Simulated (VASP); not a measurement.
A run of VASP 6.6.1 is set up as follows.

Contents of INCAR:

```
ALGO = Fast
EDIFF = 1E-6
EDIFFG = -0.01
ENCUT = 600
GGA = PE
IBRION = 2
ISIF = 4
ISMEAR = 0
LASPH = True
LCHARG = False
LREAL = False
LWAVE = False
NELM = 80
NSW = 50
PREC = Accurate
SIGMA = 0.1
```

File KPOINTS:

```
k-points
0
Gamma
  12 12 6
```

POSCAR

```
Sr
1.0
    4.1806346520      0.0000000000      0.0000000000
   -2.0903173260      3.6205358126      0.0000000000
    0.0000000000      0.0000000000      6.8701439126
Sr
2
Direct
    0.3333333333      0.6666666667      0.2500000000
    0.6666666667      0.3333333333      0.7500000000
```

Potentials or basis: VASP PAW PBE potentials, release 64 (Sr_sv).

Command:

```bash
$ cat potpaw_PBE.64/Sr_sv/POTCAR > POTCAR
$ mpirun -np 1 vasp_std > vasp.out
```

Question: Predict the band gap on the k mesh.

Answer: Zero (bands 10 and 11 overlap by 0.23 eV).

Final structure:
```
Sr
1.0
     4.18063    0.00000    0.00000
    -2.09032    3.62054    0.00000
     0.00000    0.00000    6.87014
Sr
2
Direct
  0.33333 0.66667 0.25000
  0.66667 0.33333 0.75000
```
